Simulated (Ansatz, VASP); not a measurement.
**One calculation of Ag, two programs**

```
Ag
1.0
     2.85448    0.00000    0.00000
    -1.42724    2.47205    0.00000
     0.00000    0.00000    9.43918
Ag
4
Direct
  0.33333 0.66667 0.25000
  0.66667 0.33333 0.75000
  0.00000 0.00000 0.00000
  0.00000 0.00000 0.50000
```

Alike in both runs: functional PBEsol; k mesh 13 × 13 × 3; occupations fermi-dirac, width 0.1 eV; no spin polarisation.

Ansatz relaxed the structure, and its values are those at the end. VASP's run is a single point on that final structure, the one shown.

|  | VASP | Ansatz |
| --- | --- | --- |
| version | VASP 6.6.1 | Ansatz 0.2.0 |
| potentials or method | VASP PAW PBE potentials, release 64 (Ag), cutoff 520 eV | plane waves (420 eV) with PAW, scalar-relativistic |
| valence electrons in the cell | 44 | 76 |

|  | VASP | Ansatz | Ansatz less VASP |
| --- | --- | --- | --- |
| pressure (GPa) | -0.2 | 0.0 | +0.23 |

VASP's potentials were made for PBE, not for PBEsol, and Ansatz warns of the same on its side. VASP's potentials hold 44 valence electrons a cell and Ansatz's 76, so a difference there can come from the potentials and not from the codes.
